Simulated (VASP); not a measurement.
# Zr (Fm-3m) in VASP: settings compared

The runs below take Zr through single point, with PBE, PBE exchange alone.

Everything below comes from runs of VASP 6.6.1. Logs are shortened: lines on timing, memory, paths and dates and some standing lists are left out, and cuts for length are marked.

## Step 1: The cell of the first run

It takes space group Fm-3m (No. 225, cubic). The conventional cell has a = 4.510 Å, b = 4.510 Å, c = 4.510 Å, α = 90.00°, β = 90.00°, γ = 90.00°. Within 4.2 Å of Zr (site symmetry m-3m) lie 12 Zr at 3.19 Å.

## Step 2: Single point, PBE

INCAR

```
SYSTEM = Zr
PREC = Accurate ; ENCUT = 500
EDIFF = 1E-6 ; ISMEAR = -1
SIGMA = 0.03 ; LREAL = .FALSE.
LASPH = .TRUE. ; NELM = 120
ALGO = Normal ; ISIF = 2
LWAVE = .FALSE. ; LCHARG = .FALSE.
GGA = PE ; NBANDS = 12
GGA_COMPAT = .FALSE.
```

KPOINTS

```
Automatic mesh
0
G
  5 5 5
  0 0 0
```

POSCAR

```
Zr
1.0
    0.0000000000      2.2550000000      2.2550000000
    2.2550000000      0.0000000000      2.2550000000
    2.2550000000      2.2550000000      0.0000000000
Zr
1
Direct
    0.0000000000      0.0000000000      0.0000000000
```

Potentials or basis: VASP PAW PBE potentials, release 64 (Zr_sv).

Run with:

```bash
> cat potpaw_PBE.64/Zr_sv/POTCAR > POTCAR
> mpirun -np 1 vasp_std > vasp.out
```

OUTCAR:

```text
SYSTEM = Zr
   PREC = Accurate
   ENCUT = 500
   EDIFF = 1E-6
   ISMEAR = -1
   LREAL = .FALSE.
   LASPH = .TRUE.
   NELM = 120
   ISIF = 2
   GGA = PE

 ion  position               nearest neighbor table
   1  0.000  0.000  0.000-

  LATTYP: Found a face centered cubic cell.
 ALAT       =     4.5100000000

  Lattice vectors:

 A1 = (   0.0000000000,   2.2550000000,   2.2550000000)
 A2 = (   2.2550000000,   0.0000000000,   2.2550000000)
 A3 = (   2.2550000000,   2.2550000000,   0.0000000000)

Analysis of symmetry for initial positions (statically):
=====================================================================
 Subroutine PRICEL returns:
 Original cell was already a primitive cell.

 Routine SETGRP: Setting up the symmetry group for a
 face centered cubic supercell.

 Subroutine GETGRP returns: Found 48 space group operations
[... 9 lines left out ...]

 Routine SETGRP: Setting up the symmetry group for a
 face centered cubic supercell.

 Subroutine GETGRP returns: Found 48 space group operations
[... 11 lines left out ...]
                                     Primitive cell

  volume of cell :      22.9335

  direct lattice vectors                    reciprocal lattice vectors
     0.000000000  2.255000000  2.255000000    -0.221729490  0.221729490  0.221729490
     2.255000000  0.000000000  2.255000000     0.221729490 -0.221729490  0.221729490
     2.255000000  2.255000000  0.000000000     0.221729490  0.221729490 -0.221729490

  length of vectors
     3.189051583  3.189051583  3.189051583     0.384046742  0.384046742  0.384046742

  position of ions in fractional coordinates (direct lattice)
     0.000000000  0.000000000  0.000000000

  ion indices of the primitive-cell ions
   primitive index   ion index
                 1           1

----------------------------------------------------------------------------------------

 KPOINTS: Automatic mesh

Automatic generation of k-mesh.
 Grid dimensions read from file:
 generate k-points for:    5    5    5

 Generating k-lattice:

  Cartesian coordinates                     Fractional coordinates (reciprocal lattice)
    -0.044345898  0.044345898  0.044345898     0.200000000  0.000000000  0.000000000
     0.044345898 -0.044345898  0.044345898     0.000000000  0.200000000  0.000000000
     0.044345898  0.044345898 -0.044345898     0.000000000  0.000000000  0.200000000

  Length of vectors
     0.076809348  0.076809348  0.076809348

  Shift w.r.t. Gamma in fractional coordinates (k-lattice)
     0.000000000  0.000000000  0.000000000

 Subroutine IBZKPT returns following result:
 ===========================================

 Found     10 irreducible k-points:

 Following reciprocal coordinates:
            Coordinates               Weight
  0.000000  0.000000  0.000000      1.000000
  0.200000  0.000000  0.000000      8.000000
  0.400000  0.000000  0.000000      8.000000
  0.200000  0.200000  0.000000      6.000000
  0.400000  0.200000  0.000000     24.000000
 -0.400000  0.200000  0.000000     24.000000
 -0.200000  0.200000  0.000000     12.000000
  0.400000  0.400000  0.000000      6.000000
 -0.400000  0.400000  0.000000     12.000000
 -0.400000  0.400000  0.200000     24.000000
   k-points           NKPTS =     10   k-points in BZ     NKDIM =     10   number of bands    NBANDS=     12
   number of dos      NEDOS =    301   number of ions     NIONS =      1
   total plane-waves  NPLWV =  13824
   dimension x,y,z NGX =    24 NGY =   24 NGZ =   24
   dimension x,y,z NGXF=    48 NGYF=   48 NGZF=   48
   ions per type =               1
   NGX,Y,Z   is equivalent  to a cutoff of  12.51, 12.51, 12.51 a.u.
   NGXF,Y,Z  is equivalent  to a cutoff of  25.02, 25.02, 25.02 a.u.
 SYSTEM =  Zr
   PREC   = accura    normal or accurate (medium, high low for compatibility)
   ISTART =      0    job   : 0-new  1-cont  2-samecut
   ICHARG =      2    charge: 1-file 2-atom 10-const
   ISPIN  =      1    spin polarized calculation?
   LNONCOLLINEAR =      F non collinear calculations
   LSORBIT =      F    spin-orbit coupling
   LASPH  =      T    aspherical Exc in radial PAW
   ENCUT  =  500.0 eV  36.75 Ry    6.06 a.u.   5.81  5.81  5.81*2*pi/ulx,y,z
   NELM   =    120;   NELMIN=  2; NELMDL= -5     # of ELM steps
   EDIFF  = 0.1E-05   stopping-criterion for ELM
   LREAL  =      F    real-space projection
   EDIFFG = 0.1E-04   stopping-criterion for IOM
   NSW    =      0    number of steps for IOM
   IBRION =     -1    ionic relax: 0-MD 1-quasi-New 2-CG
   NFREE  =      0    steps in history (QN), initial steepest desc. (CG)
   ISIF   =      2    stress and relaxation
   ISYM   =      2    0-nonsym 1-usesym 2-fastsym
   POTIM  = 0.5000    time-step for ionic-motion
   TEBEG  =    0.0;   TEEND  =   0.0 temperature during run
   PSTRESS=    0.0 pullay stress
   NELECT =      12.0000    total number of electrons
   NUPDOWN=      -1.0000    fix difference up-down
   EMIN   =  10.00;   EMAX   =-10.00  energy-range for DOS
   EFERMI =   0.00;   METHOD = LEGACY
   ISMEAR =    -1;   SIGMA  =   0.03  broadening in eV -4-tet -1-fermi 0-gaus
   EFERMI_NEDOS =   21; number of points for ismear=-14 and -15
   IALGO  =     38    algorithm
   IMIX   =      4    mixing-type and parameters
     AMIX     =   0.40;   BMIX     =  1.00
     AMIX_MAG =   1.60;   BMIX_MAG =  1.00
  volume/ion in A,a.u.               =      22.93       154.76
  Fermi-wavevector in a.u.,A,eV,Ry     =   1.319204  2.492935 23.678216  1.740300
  Thomas-Fermi vector in A             =   2.449119
   LORBIT       =      0    0 simple, 1 ext, 2 COOP (PROOUT), +10 PAW based schemes
   GGA     = PE    functional components
   LHFCALC =     F    Hartree Fock is set to
   AEXX    =    0.0000 exact exchange contribution
   IVDW    =     0    specifies the selected vdW correction
   LEPSILON=     F    determine dielectric tensor
   LRPA    =     F    only Hartree local field effects (RPA)
 non-spin polarized calculation
  energy-cutoff  :      500.00
  volume of cell :       22.93
 maximum number of plane-waves:       592
   NGX = 11   NGY = 11   NGZ = 11

 number of electron      12.0000000 magnetization

 Free energy of the ion-electron system (eV)
  ---------------------------------------------------
  ext. energy  EPLUGINS =         0.00000000
  ---------------------------------------------------
  free energy    TOTEN  =        -8.52258870 eV

  energy without entropy =       -8.51561910  energy(sigma->0) =       -8.51910390

 E-fermi :   8.8764     XC(G=0): -11.1498

 val. band max:        8.8497169485   @ k =  -0.4000   0.4000   0.2000
 cond. band min:       9.2288785068   @ k =   0.2000   0.0000   0.0000
 fundamental gap:      0.3791615583
 Fermi energy:         8.8763581433

 k-point     1 :       0.0000    0.0000    0.0000
  band No.  band energies     occupation
      1     -39.6182      2.00000
      2     -17.1132      2.00000
      3     -17.1132      2.00000
      4     -17.1132      2.00000
      5       3.4774      2.00000
      6      10.0434      0.00000
      7      10.0434      0.00000
      8      10.0434      0.00000
      9      12.4997      0.00000
     10      12.4997      0.00000
     11      19.5865      0.00000
     12      23.8113      0.00000

 k-point     2 :       0.2000    0.0000    0.0000
  band No.  band energies     occupation
      1     -39.5672      2.00000
      2     -17.4769      2.00000
      3     -17.1587      2.00000
      4     -17.1587      2.00000
      5       4.6455      2.00000
      6       9.2289      0.00002
      7      10.4006      0.00000
      8      10.4006      0.00000
      9      12.2970      0.00000
     10      12.2970      0.00000
     11      20.6201      0.00000
     12      22.2212      0.00000

 k-point     3 :       0.4000    0.0000    0.0000
  band No.  band energies     occupation
      1     -39.4832      2.00000
      2     -18.0297      2.00000
      3     -17.2311      2.00000
      4     -17.2311      2.00000
      5       6.0218      2.00000
      6       9.7017      0.00000
      7       9.9748      0.00000
      8       9.9748      0.00000
      9      13.8403      0.00000
     10      13.8403      0.00000
     11      18.7528      0.00000
     12      20.6526      0.00000

 k-point     4 :       0.2000    0.2000    0.0000
  band No.  band energies     occupation
      1     -39.5503      2.00000
      2     -17.4635      2.00000
      3     -17.2386      2.00000
      4     -17.2386      2.00000
      5       5.0216      2.00000
      6       8.6034      1.99978
      7      10.7633      0.00000
      8      11.0685      0.00000
      9      11.0685      0.00000
     10      13.0480      0.00000
     11      22.7887      0.00000
     12      22.9758      0.00000

 k-point     5 :       0.4000    0.2000    0.0000
  band No.  band energies     occupation
      1     -39.4773      2.00000
      2     -17.8623      2.00000
      3     -17.3662      2.00000
      4     -17.3211      2.00000
      5       6.5422      2.00000
      6       8.1452      2.00000
      7       9.4873      0.00000
      8      11.2349      0.00000
      9      13.5019      0.00000
     10      14.1771      0.00000
     11      20.2245      0.00000
     12      22.5053      0.00000

 k-point     6 :      -0.4000    0.2000    0.0000
  band No.  band energies     occupation
      1     -39.4489      2.00000
      2     -17.9886      2.00000
      3     -17.5002      2.00000
      4     -17.2936      2.00000
      5       7.0819      2.00000
      6       8.4516      2.00000
      7       9.5530      0.00000
      8      10.7929      0.00000
      9      13.6934      0.00000
     10      15.8028      0.00000
     11      18.3741      0.00000
     12      21.6337      0.00000

 k-point     7 :      -0.2000    0.2000    0.0000
  band No.  band energies     occupation
      1     -39.5051      2.00000
      2     -17.7369      2.00000
      3     -17.3941      2.00000
      4     -17.1935      2.00000
      5       6.2099      2.00000
      6       8.6278      1.99950
      7       9.6262      0.00000
      8      11.1200      0.00000
      9      11.4771      0.00000
     10      14.3745      0.00000
     11      20.9579      0.00000
     12      23.6414      0.00000

 k-point     8 :       0.4000    0.4000    0.0000
  band No.  band energies     occupation
      1     -39.4391      2.00000
      2     -17.9719      2.00000
      3     -17.4365      2.00000
      4     -17.4365      2.00000
      5       6.1736      2.00000
      6       7.0463      2.00000
      7      11.2257      0.00000
      8      13.8340      0.00000
      9      13.8340      0.00000
     10      14.1098      0.00000
     11      20.3562      0.00000
     12      20.3562      0.00000

 k-point     9 :      -0.4000    0.4000    0.0000
  band No.  band energies     occupation
      1     -39.4215      2.00000
      2     -17.9481      2.00000
      3     -17.6285      2.00000
      4     -17.4200      2.00000
      5       6.6427      2.00000
      6       7.4204      2.00000
      7      10.4940      0.00000
      8      12.8985      0.00000
      9      14.2848      0.00000
     10      16.9957      0.00000
     11      17.1611      0.00000
     12      21.1617      0.00000

 k-point    10 :      -0.4000    0.4000    0.2000
  band No.  band energies     occupation
      1     -39.4320      2.00000
      2     -17.8725      2.00000
      3     -17.6375      2.00000
      4     -17.4121      2.00000
      5       7.3667      2.00000
      6       8.1386      2.00000
      7       8.8497      1.41697
      8      11.9413      0.00000
      9      13.8784      0.00000
     10      16.4687      0.00000
     11      19.4542      0.00000
     12      19.9379      0.00000

------------------------ aborting loop because EDIFF is reached ----------------------------------------

  FORCE on cell =-STRESS in cart. coord.  units (eV):
  Direction    XX          YY          ZZ          XY          YZ          ZX
  --------------------------------------------------------------------------------------
  -------------------------------------------------------------------------------------
  Total        0.1030915      0.1030915      0.1030915      0.0000000     -0.0000000     -0.0000000
  in kB        7.2021799      7.2021799      7.2021799      0.0000000     -0.0000000     -0.0000000
  external PRESSURE =       7.2021799 kB  Pullay stress =       0.0000000 kB

 VOLUME and BASIS-vectors are now :
 -----------------------------------------------------------------------------
  energy-cutoff  :      500.00
  volume of cell :       22.93
      direct lattice vectors                 reciprocal lattice vectors
     0.000000000  2.255000000  2.255000000    -0.221729490  0.221729490  0.221729490
     2.255000000  0.000000000  2.255000000     0.221729490 -0.221729490  0.221729490
     2.255000000  2.255000000  0.000000000     0.221729490  0.221729490 -0.221729490

 POSITION                                       TOTAL-FORCE (eV/Angst)
 -----------------------------------------------------------------------------------
      0.00000      0.00000      0.00000         0.000000     -0.000000      0.000000
 -----------------------------------------------------------------------------------
    total drift:                                0.000000      0.000000     -0.000000

  FREE ENERGIE OF THE ION-ELECTRON SYSTEM (eV)
  ---------------------------------------------------
  free  energy   TOTEN  =        -8.5225887018 eV

  energy  without entropy=       -8.5156191034  energy(sigma->0) =       -8.51910390
```

Wall time 3.6 s (1 thread of Intel Xeon Platinum 8559C (Emerald Rapids), shared host); peak memory 0.13 GiB.

Results:

- Free energy: -8.5226 eV
- Pressure: 0.7 GPa
- Band gap on the k mesh: zero (band 6 reaches 10.04 eV, above the bottom of band 7 at 8.85 eV)

Caveat: the k points lie up to 0.48 Å⁻¹ apart.

## Step 3: Single point, PBE exchange alone

INCAR

```
AGGAC = 0.0
ALDAC = 0.0
ALGO = Normal
EDIFF = 1E-6
ENCUT = 500
GGA = PE
GGA_COMPAT = F
ISIF = 2
ISMEAR = 1
LASPH = T
LCHARG = T
LELF = T
LREAL = F
LVHAR = T
LWAVE = F
NBANDS = 12
NELM = 120
PREC = Accurate
SIGMA = 0.025
```

KPOINTS

```
k-points
0
Gamma
  10 10 10
```

POSCAR is that of step 2.

Potentials or basis: VASP PAW PBE potentials, release 64 (Zr_sv).

Run with:

```bash
> cat potpaw_PBE.64/Zr_sv/POTCAR > POTCAR
> mpirun -np 1 vasp_std > vasp.out
```

Wall time 18 s (1 thread of Intel Xeon 8259CL, shared host); peak memory 0.14 GiB.

It converged, with:

* Free energy: -6.2996 eV
* Pressure: 13.4 GPa
* Band gap on the k mesh: zero (band 6 reaches 11.62 eV, above the bottom of band 7 at 10.36 eV)

Levels at points of the mesh, in eV from the Fermi level:
| k point | band 4 | band 5 | band 6 | band 7 | band 8 | band 9 |
| --- | --- | --- | --- | --- | --- | --- |
| (0.00, 0.00, 0.00) | -26.16 | -5.48 | 0.97 | 0.97 | 0.97 | 3.41 |
| (0.50, 0.00, 0.00) | -26.29 | -2.94 | 0.80 | 0.80 | 1.28 | 5.21 |
| (0.50, 0.50, 0.00) | -26.51 | -2.99 | -2.23 | 3.20 | 5.22 | 5.72 |
